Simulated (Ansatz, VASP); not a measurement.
TeMo5 in VASP and in Ansatz

```xyz
6
Lattice="0.0000 3.7207 3.7207 3.7207 0.0000 3.7207 3.7207 3.7207 0.0000" Properties=species:S:1:pos:R:3 pbc="T T T"
Te    0.0000    0.0000    0.0000
Mo    4.6580    4.6580    4.6580
Mo    4.6580    2.7835    2.7835
Mo    2.7835    2.7835    4.6580
Mo    2.7835    4.6580    2.7835
Mo    1.8604    1.8604    1.8604
```

Change from the starting cell: species swapped into the ErCu5 type (F-43m, No. 216).

Alike in both runs: task relaxation of cell and atoms; functional PBE; k mesh 10 × 10 × 10; occupations gaussian, width 0.1 eV; no spin polarisation.

|  | VASP | Ansatz |
| --- | --- | --- |
| version | VASP 6.6.1 | Ansatz 0.2.0 |
| potentials or method | VASP PAW PBE potentials, release 64 (Te, Mo_sv), cutoff 600 eV | scalar-relativistic, plane waves, PAW |
| valence electrons in the cell | 76 | 86 |

VASP gave:

```
gap on the k mesh at the Fermi level, each at its own relaxed structure (eV)  : none
relaxed volume (Å³/atom)                                                      : 17.21
relaxed length of the cell vector where the two differ most in proportion (Å) : 5.266
```

Q: What did Ansatz give for the same quantities?

A: gap on the k mesh at the Fermi level, each at its own relaxed structure (eV): none; relaxed volume (Å³/atom): 17.18; relaxed length of the cell vector where the two differ most in proportion (Å): 5.263.

A gap of «none» marks a metal or a gap that the smearing closes. VASP's potentials hold 76 valence electrons a cell and Ansatz's 86, so a difference there can come from the potentials and not from the codes.

Spin-orbit coupling is off throughout.
